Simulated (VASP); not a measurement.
# CdS (P1) in VASP: single point with PBEsol

Aim: the single point of CdS with PBEsol.

All numbers are computed with VASP 6.6.1; they aren't measurements. Logs are shortened: lines on timing, memory, paths and dates and some standing lists are left out, and cuts for length are marked.

**1. The cell of the first run**

The typed cell holds 4 atoms: a = 4.136 Å, b = 4.081 Å, c = 6.751 Å, α = 89.36°, β = 88.27°, γ = 118.70°.

**2. Single point, PBEsol (equal xy, yz and zx shear strains of +3 %)**

Contents of INCAR:

```
SYSTEM = CdS
ALGO     = Normal         ! electronic algorithm
EDIFF    = 1E-6           ! SCF threshold, eV
ENCUT    = 520            ! plane-wave cutoff, eV
GGA      = PS             ! functional
ISIF     = 2              ! what is computed and relaxed
ISMEAR   = -1             ! smearing method
LASPH    = .TRUE.         ! aspherical terms in the spheres
LCHARG   = .FALSE.        ! write CHGCAR
LREAL    = .FALSE.        ! projectors in reciprocal space
LWAVE    = .FALSE.        ! write WAVECAR
NBANDS   = 26             ! bands
NELM     = 100            ! most SCF steps
PREC     = Accurate       ! precision mode
SIGMA    = 0.01           ! smearing width, eV
```

Contents of KPOINTS:

```
k-points
0
G
  7 7 4
  0 0 0
```

Contents of POSCAR:

```
CdS
1.0
    4.1347992034      0.0620219880      0.0620219880
   -2.0136869844      3.5498301557      0.0227016232
    0.1012350000      0.1012350000      6.7490000000
Cd S
2 2
Direct
    0.3333333333      0.6666666667      0.0000000000
    0.6666666667      0.3333333333      0.5000000000
    0.3333333333      0.6666666667      0.3850000000
    0.6666666667      0.3333333333      0.8850000000
```

Potentials or basis: VASP PAW PBE potentials, release 64 (Cd, S).

On the command line:

```
cat potpaw_PBE.64/Cd/POTCAR potpaw_PBE.64/S/POTCAR > POTCAR
mpirun -np 1 vasp_std > vasp.out
```

OUTCAR:

```text
SYSTEM = CdS
   EDIFF = 1E-6
   ENCUT = 520
   GGA = PS
   ISIF = 2
   ISMEAR = -1
   LASPH = .TRUE.
   LREAL = .FALSE.
   NELM = 100
   PREC = Accurate

 ion  position               nearest neighbor table
   1  0.333  0.667  0.000-   4 2.47   4 2.49   4 2.57   3 2.60
   2  0.667  0.333  0.500-   3 2.49   3 2.51   3 2.53   4 2.60
   3  0.333  0.667  0.385-   2 2.49   2 2.51   2 2.53   1 2.60
   4  0.667  0.333  0.885-   1 2.47   1 2.49   1 2.57   2 2.60

  LATTYP: Found a triclinic cell.
 ALAT       =     4.1894833863
 B/A-ratio  =     2.3137270136
 C/A-ratio  =     0.9871693112
 COS(alpha) =     0.0012865062
 COS(beta)  =     0.5194127995
 COS(gamma) =     0.6144230367

  Lattice vectors:

 A1 = (  -2.1211122190,  -3.6118521437,  -0.0847236112)
 A2 = (  -0.0061902346,  -7.0604472994,   6.6415747656)
 A3 = (  -4.1347992034,  -0.0620219880,  -0.0620219880)

Analysis of symmetry for initial positions (statically):
=====================================================================
 Subroutine PRICEL returns:
 Original cell was already a primitive cell.

 Routine SETGRP: Setting up the symmetry group for a
 triclinic supercell.

 Subroutine GETGRP returns: Found  1 space group operations
 (whereof  1 operations were pure point group operations)
 out of a pool of  2 trial point group operations.

The static configuration has the point symmetry C_1 .

Analysis of symmetry for dynamics (positions and initial velocities):
=====================================================================
 Subroutine PRICEL returns:
 Original cell was already a primitive cell.

 Routine SETGRP: Setting up the symmetry group for a
 triclinic supercell.

 Subroutine GETGRP returns: Found  1 space group operations
 (whereof  1 operations were pure point group operations)
 out of a pool of  2 trial point group operations.

The dynamic configuration has the point symmetry C_1 .

 Subroutine INISYM returns: Found  1 space group operations
 (whereof  1 operations are pure point group operations),
 and found     1 'primitive' translations

----------------------------------------------------------------------------------------

                                     Primitive cell

  volume of cell :      99.8593

  direct lattice vectors                    reciprocal lattice vectors
     4.134799203  0.062021988  0.062021988     0.239892542  0.136118211 -0.005640161
    -2.013686984  3.549830156  0.022701623    -0.004128885  0.279387860 -0.004128885
     0.101235000  0.101235000  6.749000000    -0.002190677 -0.002190677  0.148235820

  length of vectors
     4.135729429  4.081267544  6.750518354     0.275877528  0.279448872  0.148268191

  position of ions in fractional coordinates (direct lattice)
     0.333333333  0.666666667  0.000000000
     0.666666667  0.333333333  0.500000000
     0.333333333  0.666666667  0.385000000
     0.666666667  0.333333333  0.885000000

  ion indices of the primitive-cell ions
   primitive index   ion index
                 1           1
                 2           2
                 3           3
                 4           4

----------------------------------------------------------------------------------------

 KPOINTS: k-points

Automatic generation of k-mesh.
 Grid dimensions read from file:
 generate k-points for:    7    7    4

 Generating k-lattice:

  Cartesian coordinates                     Fractional coordinates (reciprocal lattice)
     0.034270363  0.019445459 -0.000805737     0.142857143 -0.000000000  0.000000000
    -0.000589841  0.039912551 -0.000589841     0.000000000  0.142857143  0.000000000
    -0.000547669 -0.000547669  0.037058955     0.000000000 -0.000000000  0.250000000

  Length of vectors
     0.039411075  0.039921267  0.037067048

  Shift w.r.t. Gamma in fractional coordinates (k-lattice)
     0.000000000  0.000000000  0.000000000

 Subroutine IBZKPT returns following result:
 ===========================================

 Found     99 irreducible k-points:

 Following reciprocal coordinates:
            Coordinates               Weight
  0.000000  0.000000  0.000000      1.000000
  0.142857 -0.000000  0.000000      2.000000
  0.285714 -0.000000  0.000000      2.000000
  0.428571 -0.000000  0.000000      2.000000
 -0.000000  0.142857 -0.000000      2.000000
  0.142857  0.142857  0.000000      2.000000
[... 16 lines left out ...]
 -0.428571  0.428571  0.000000      2.000000
 -0.285714  0.428571 -0.000000      2.000000
 [... further k-points ...]
   k-points           NKPTS =     99   k-points in BZ     NKDIM =     99   number of bands    NBANDS=     26
   number of dos      NEDOS =    301   number of ions     NIONS =      4
   total plane-waves  NPLWV =  48000
   dimension x,y,z NGX =    32 NGY =   30 NGZ =   50
   dimension x,y,z NGXF=    64 NGYF=   60 NGZF=  100
   ions per type =               2   2
   NGX,Y,Z   is equivalent  to a cutoff of  12.86, 12.22, 12.31 a.u.
   NGXF,Y,Z  is equivalent  to a cutoff of  25.73, 24.44, 24.63 a.u.
 SYSTEM =  CdS
   PREC   = accura    normal or accurate (medium, high low for compatibility)
   ISTART =      0    job   : 0-new  1-cont  2-samecut
   ICHARG =      2    charge: 1-file 2-atom 10-const
   ISPIN  =      1    spin polarized calculation?
   LNONCOLLINEAR =      F non collinear calculations
   LSORBIT =      F    spin-orbit coupling
   LASPH  =      T    aspherical Exc in radial PAW
   ENCUT  =  520.0 eV  38.22 Ry    6.18 a.u.   7.69  7.59 12.55*2*pi/ulx,y,z
   NELM   =    100;   NELMIN=  2; NELMDL= -5     # of ELM steps
   EDIFF  = 0.1E-05   stopping-criterion for ELM
   LREAL  =      F    real-space projection
   EDIFFG = 0.1E-04   stopping-criterion for IOM
   NSW    =      0    number of steps for IOM
   IBRION =     -1    ionic relax: 0-MD 1-quasi-New 2-CG
   NFREE  =      0    steps in history (QN), initial steepest desc. (CG)
   ISIF   =      2    stress and relaxation
   ISYM   =      2    0-nonsym 1-usesym 2-fastsym
   POTIM  = 0.5000    time-step for ionic-motion
   TEBEG  =    0.0;   TEEND  =   0.0 temperature during run
   PSTRESS=    0.0 pullay stress
   NELECT =      36.0000    total number of electrons
   NUPDOWN=      -1.0000    fix difference up-down
   EMIN   =  10.00;   EMAX   =-10.00  energy-range for DOS
   EFERMI =   0.00;   METHOD = LEGACY
   ISMEAR =    -1;   SIGMA  =   0.01  broadening in eV -4-tet -1-fermi 0-gaus
   EFERMI_NEDOS =   21; number of points for ismear=-14 and -15
   IALGO  =     38    algorithm
   IMIX   =      4    mixing-type and parameters
     AMIX     =   0.40;   BMIX     =  1.00
     AMIX_MAG =   1.60;   BMIX_MAG =  1.00
  volume/ion in A,a.u.               =      24.96       168.47
  Fermi-wavevector in a.u.,A,eV,Ry     =   1.165144  2.201802 18.470721  1.357560
  Thomas-Fermi vector in A             =   2.301673
   LORBIT       =      0    0 simple, 1 ext, 2 COOP (PROOUT), +10 PAW based schemes
   GGA     = PS    functional components
   LHFCALC =     F    Hartree Fock is set to
   AEXX    =    0.0000 exact exchange contribution
   IVDW    =     0    specifies the selected vdW correction
   LEPSILON=     F    determine dielectric tensor
   LRPA    =     F    only Hartree local field effects (RPA)
 non-spin polarized calculation
  energy-cutoff  :      520.00
  volume of cell :       99.86
 maximum number of plane-waves:      2711
   NGX = 15   NGY = 15   NGZ = 25

 number of electron      35.9999995 magnetization

 Free energy of the ion-electron system (eV)
  ---------------------------------------------------
  ext. energy  EPLUGINS =         0.00000000
  ---------------------------------------------------
  free energy    TOTEN  =       -13.59090301 eV

  energy without entropy =      -13.59090301  energy(sigma->0) =      -13.59090301

 E-fermi :   1.4379     XC(G=0):  -9.3401

 val. band max:        1.1952078559   @ k =   0.0000   0.0000   0.0000
 cond. band min:       2.2339168431   @ k =   0.0000   0.0000   0.0000
 fundamental gap:      1.0387089872
 Fermi energy:         1.4379238810

 k-point     1 :       0.0000    0.0000    0.0000
  band No.  band energies     occupation
      1     -11.1995      2.00000
      2     -10.7743      2.00000
      3      -6.5688      2.00000
      4      -6.5514      2.00000
      5      -6.5004      2.00000
      6      -6.4825      2.00000
[... 18 lines left out ...]
     25       8.7647      0.00000
     26       8.7942      0.00000

 k-point     2 :       0.1429   -0.0000    0.0000
  band No.  band energies     occupation
      1     -11.1283      2.00000
      2     -10.7413      2.00000
      3      -6.5381      2.00000
      4      -6.5177      2.00000
      5      -6.4650      2.00000
      6      -6.4434      2.00000
[... 18 lines left out ...]
     25       8.5365      0.00000
     26       9.1778      0.00000

 k-point     3 :       0.2857   -0.0000    0.0000
  band No.  band energies     occupation
      1     -10.9591      2.00000
      2     -10.6743      2.00000
      3      -6.4762      2.00000
      4      -6.4629      2.00000
      5      -6.3544      2.00000
      6      -6.3148      2.00000
[... 18 lines left out ...]
     25       9.1216      0.00000
     26       9.5595      0.00000

 k-point     4 :       0.4286   -0.0000    0.0000
  band No.  band energies     occupation
      1     -10.8057      2.00000
      2     -10.6371      2.00000
      3      -6.4407      2.00000
      4      -6.4372      2.00000
      5      -6.2825      2.00000
      6      -6.2170      2.00000
[... 18 lines left out ...]
     25       9.5109      0.00000
     26      10.5969      0.00000

 k-point     5 :      -0.0000    0.1429   -0.0000
  band No.  band energies     occupation
      1     -11.1256      2.00000
      2     -10.7397      2.00000
      3      -6.5345      2.00000
      4      -6.5132      2.00000
      5      -6.4636      2.00000
      6      -6.4409      2.00000
[... 18 lines left out ...]
     25       8.5265      0.00000
     26       9.0882      0.00000

 k-point     6 :       0.1429    0.1429    0.0000
  band No.  band energies     occupation
      1     -11.0069      2.00000
      2     -10.6911      2.00000
      3      -6.4942      2.00000
      4      -6.4661      2.00000
      5      -6.3803      2.00000
      6      -6.3623      2.00000
[... 427 lines left out ...]
 k-point    21 :       0.2857    0.4286    0.0000
  band No.  band energies     occupation
      1     -10.7049      2.00000
      2     -10.6374      2.00000
      3      -6.4472      2.00000
      4      -6.3009      2.00000
      5      -6.2682      2.00000
      6      -6.2304      2.00000
[... 18 lines left out ...]
     25       9.2271      0.00000
     26      10.5579      0.00000

 k-point    22 :       0.4286    0.4286    0.0000
  band No.  band energies     occupation
      1     -10.7267      2.00000
      2     -10.6301      2.00000
      3      -6.4275      2.00000
      4      -6.3643      2.00000
      5      -6.2450      2.00000
      6      -6.2066      2.00000
[... 18 lines left out ...]
     25       9.9049      0.00000
     26      10.7041      0.00000

 k-point    23 :      -0.4286    0.4286    0.0000
  band No.  band energies     occupation
      1     -10.7777      2.00000
      2     -10.6279      2.00000
      3      -6.4112      2.00000
      4      -6.4030      2.00000
      5      -6.2528      2.00000
      6      -6.2272      2.00000
[... 18 lines left out ...]
     25       9.5442      0.00000
     26      10.8381      0.00000

 k-point    24 :      -0.2857    0.4286   -0.0000
  band No.  band energies     occupation
      1     -10.8193      2.00000
      2     -10.6339      2.00000
      3      -6.4317      2.00000
      4      -6.3802      2.00000
      5      -6.2945      2.00000
      6      -6.2633      2.00000
[... 18 lines left out ...]
     25       9.0172      0.00000
     26      10.1474      0.00000

 [... further k-points ...]

------------------------ aborting loop because EDIFF is reached ----------------------------------------

  FORCE on cell =-STRESS in cart. coord.  units (eV):
  Direction    XX          YY          ZZ          XY          YZ          ZX
  --------------------------------------------------------------------------------------
  -------------------------------------------------------------------------------------
  Total        0.4229798      0.3958240     -0.9606077     -0.7892406     -0.4396793     -0.4416897
  in kB        6.7864341      6.3507366    -15.4123217    -12.6628482     -7.0543669     -7.0866224
  external PRESSURE =      -0.7583837 kB  Pullay stress =       0.0000000 kB

 VOLUME and BASIS-vectors are now :
 -----------------------------------------------------------------------------
  energy-cutoff  :      520.00
  volume of cell :       99.86
      direct lattice vectors                 reciprocal lattice vectors
     4.134799203  0.062021988  0.062021988     0.239892542  0.136118211 -0.005640161
    -2.013686984  3.549830156  0.022701623    -0.004128885  0.279387860 -0.004128885
     0.101235000  0.101235000  6.749000000    -0.002190677 -0.002190677  0.148235820

 POSITION                                       TOTAL-FORCE (eV/Angst)
 -----------------------------------------------------------------------------------
      0.03581      2.38723      0.03581        -0.281460     -0.098092      0.270385
      2.13592      1.27524      3.42342         0.066231     -0.114212      0.257079
      0.07478      2.42620      2.63417        -0.099658      0.114489     -0.252866
      2.17490      1.31422      6.02178         0.314887      0.097815     -0.274598
 -----------------------------------------------------------------------------------
    total drift:                                0.000098     -0.000018     -0.000407

  FREE ENERGIE OF THE ION-ELECTRON SYSTEM (eV)
  ---------------------------------------------------
  free  energy   TOTEN  =       -13.5909030118 eV

  energy  without entropy=      -13.5909030118  energy(sigma->0) =      -13.59090301
```

Wall time 1.9 min (1 thread of Intel Xeon Platinum 8559C (Emerald Rapids), shared host); peak memory 0.34 GiB.

Results:

```
Free energy            : -13.5909 eV
Pressure               : -0.1 GPa
Largest force          : 0.429 eV/Å
Band gap on the k mesh : 1.04 eV
```

Forces on the atoms (eV/Å):
```
Cd  -0.281 -0.098  0.270
Cd   0.066 -0.114  0.257
S   -0.100  0.114 -0.253
S    0.315  0.098 -0.275
```

Stress tensor (GPa, compression positive):
```
 0.68 -1.27 -0.71
-1.27  0.64 -0.71
-0.71 -0.71 -1.54
```

Levels at points of the mesh, in eV from the valence-band top:
```tsv
k point	band 14	band 15	band 16	band 17	band 18	band 19	band 20	band 21	band 22	band 23
(0.00, 0.00, 0.00)	-0.80	-0.71	-0.15	-0.02	0.00	1.04	2.56	6.22	6.48	6.62
(0.00, 0.00, 0.50)	-2.49	-0.49	-0.44	-0.38	-0.33	2.65	2.66	5.95	5.96	6.50
```

Caveat: the cell differs from its parent crystal (equal xy, yz and zx shear strains of +3 %); the PAW data sets were made with another functional, which shifts forces and pressure a little.
